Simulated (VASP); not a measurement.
Runs of VASP 6.6.1 on GePt. The structure is that of space group P6/mmm (No. 191), or close to it. The cells are those of the table. The cell was built from a structure type or drawn by symmetry, and may not be a known phase.

| task | cell | k mesh | cutoff (eV) | gap on the mesh (eV) | pressure (GPa) | relaxed volume (Å³/atom) |
| --- | --- | --- | --- | --- | --- | --- |
| single point | a = 2.806, b = 2.806, c = 5.089 Å, angles 90.0, 90.0, 120.0°, 2 atoms | 24 × 24 × 12 | 520 | none | 0.0 | - |
| single point | a = 3.380, b = 3.380, c = 4.257 Å, angles 90.0, 90.0, 117.2°, 2 atoms | 6 × 6 × 4 | 520 | none | 20.2 | - |
| single point | a = 2.792, b = 2.792, c = 5.090 Å, angles 90.0, 90.0, 120.0°, 2 atoms | 6 × 6 × 4 | 520 | none | (a) | - |
| relaxation of cell and atoms | relaxed from a = 3.380, b = 3.380, c = 4.257 Å, angles 90.0, 90.0, 117.2°, 2 atoms | 6 × 6 × 4 | 600 | none | 0.1 | 17.17 |
| relaxation of cell and atoms | relaxed from a = 2.792, b = 2.792, c = 5.090 Å, angles 90.0, 90.0, 120.0°, 2 atoms | 24 × 24 × 12 | 600 | none | 0.0 | 17.35 |

Alike in all rows: level PBE; potentials or basis VASP PAW PBE potentials, release 64 (Ge_d, Pt); no spin polarisation; smearing gaussian 0.1 eV.

Question: Estimate the missing entries.

Answer: (a) -0.1.

Caveats: some runs use coarse meshes; spin-orbit coupling is left out, which moves the levels of the heavy elements; the volume moved by over 15 % at a fixed basis, so the end points are rough (at least some runs).

A k mesh can miss the band edges, and the runs leave out spin-orbit coupling on Ge, Pt.

A gap of «none» marks levels without a gap at the run's occupations.
